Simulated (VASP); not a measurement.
Wanted: the native input for a VASP 6.6.1 run.

- Task: single point
- Functional: LDA
- Potentials or basis: VASP PAW LDA potentials, release 64 (Al)
- Cutoff: 520 eV
- k mesh: 18 × 18 × 10
- Occupations: gaussian, width 0.15 eV
- Spin: no spin polarisation
- Dipole correction: no
- Further INCAR settings: ALGO = Normal; EDIFF = 1e-07; NBANDS = 10

The structure of Al lies in POSCAR:

```
Al
1.0
    2.9986000000      0.0000000000      0.0000000000
   -1.4993000000      2.5968637758      0.0000000000
    0.0000000000      0.0000000000      4.4051000000
Al
2
Direct
    0.6666666667      0.3333333333      0.7500000000
    0.3333333333      0.6666666667      0.2500000000
```

One way to write it, as run:

INCAR

```
PREC = Accurate ; ENCUT = 520
EDIFF = 1E-7 ; ISMEAR = 0
SIGMA = 0.15 ; LREAL = False
LASPH = True ; NELM = 80
ALGO = Normal ; ISIF = 2
LWAVE = False ; LCHARG = False
NBANDS = 10
```

KPOINTS

```
regular mesh
0
Gamma
  18 18 10
```

Potentials or basis: VASP PAW LDA potentials, release 64 (Al).

Command:

```sh
$ cat potpaw_LDA.64/Al/POTCAR > POTCAR
$ mpirun -np 1 vasp_std > vasp.out
```

It gave:

- Pressure: -4.0 GPa
- Band gap on the k mesh: zero (band 3 reaches 12.96 eV, above the bottom of band 4 at 4.08 eV)

Run time: 41 s on 1 thread of AMD EPYC 7R13 Processor (Zen 3), on a shared host, peak memory 0.15 GiB.
